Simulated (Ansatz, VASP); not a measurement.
Two plane-wave programs on Ca4Au

The input INCAR:

```
SYSTEM = Ca4Au
  PREC = Accurate
  ENCUT = 600
  EDIFF = 1E-7
  ISMEAR = 0
  SIGMA = 0.1
  LREAL = .False.
  LASPH = .True.
  NELM = 100
  ALGO = Fast
  ISIF = 3
  LWAVE = .False.
  LCHARG = .False.
  GGA = PE
  IBRION = 2
  NSW = 90
  EDIFFG = -0.04
```

Contents of KPOINTS:

```
regular mesh
0
Gamma
  4 4 4
  0 0 0
```

Contents of POSCAR:

```
Ca4Au
1.0
    4.8493810800      0.0000000000      0.0000000000
    0.0000000000      4.8493810800      0.0000000000
    0.0000000000      0.0000000000      4.8493810800
Ca Au
4 1
Direct
    0.5000000000      0.0000000000      0.0000000000
    0.0000000000      0.5000000000      0.0000000000
    0.0000000000      0.0000000000      0.5000000000
    0.5000000000      0.5000000000      0.5000000000
    0.0000000000      0.0000000000      0.0000000000
```

Input for Ansatz:

```yaml
crystal:
  lattice:
    - [4.84938108, 0.0, 0.0]
    - [0.0, 4.84938108, 0.0]
    - [0.0, 0.0, 4.84938108]
  atoms:
    - { symbol: Ca, position: [0.5, 0.0, 0.0] }
    - { symbol: Ca, position: [0.0, 0.5, 0.0] }
    - { symbol: Ca, position: [0.0, 0.0, 0.5] }
    - { symbol: Ca, position: [0.5, 0.5, 0.5] }
    - { symbol: Au, position: [0.0, 0.0, 0.0] }
basis:
  ecutwfc: 420
kpoints:
  mp_grid: { grid: [4, 4, 4] }
hamiltonian:
  xc: pbe
scf:
  occupations: { method: gaussian, width: 0.1 }
  lower_state_search: "off"
output:
  forces: true
  stress: true
  eigenvalues: true
relax:
  adjacent_minimum: "off"
  f_tol: 0.04
  max_steps: 70
  cell: { stress_tol: 0.4 }
```

Change from the starting cell: species swapped into the Co4N type (Pm-3m, No. 221).

Alike in both runs: task relaxation of cell and atoms; functional PBE; k mesh 4 × 4 × 4; occupations gaussian, width 0.1 eV; no spin polarisation.

|  | VASP | Ansatz |
| --- | --- | --- |
| version | VASP 6.6.1 | Ansatz 0.2.0 |
| potentials or method | VASP PAW PBE potentials, release 64 (Ca_sv, Au), cutoff 600 eV | scalar-relativistic, plane waves, PAW |
| valence electrons in the cell | 51 | 59 |

Ansatz gave:

| Quantity | Value |
| --- | --- |
| gap on the k mesh at the Fermi level, each at its own relaxed structure (eV) | none |
| relaxed volume (Å³/atom) | 39.00 |
| relaxed length of the cell vector where the two differ most in proportion (Å) | 5.799 |

Q: Estimate VASP's values.

A: gap on the k mesh at the Fermi level, each at its own relaxed structure (eV): none; relaxed volume (Å³/atom): 39.13; relaxed length of the cell vector where the two differ most in proportion (Å): 5.805.

A gap of «none» marks a metal or a gap that the smearing closes. VASP's potentials hold 51 valence electrons a cell and Ansatz's 59, so a difference there can come from the potentials and not from the codes.

Spin-orbit coupling is off throughout. Noted on VASP's run: the volume moved by over 15 % at a fixed basis, so the end points are rough.
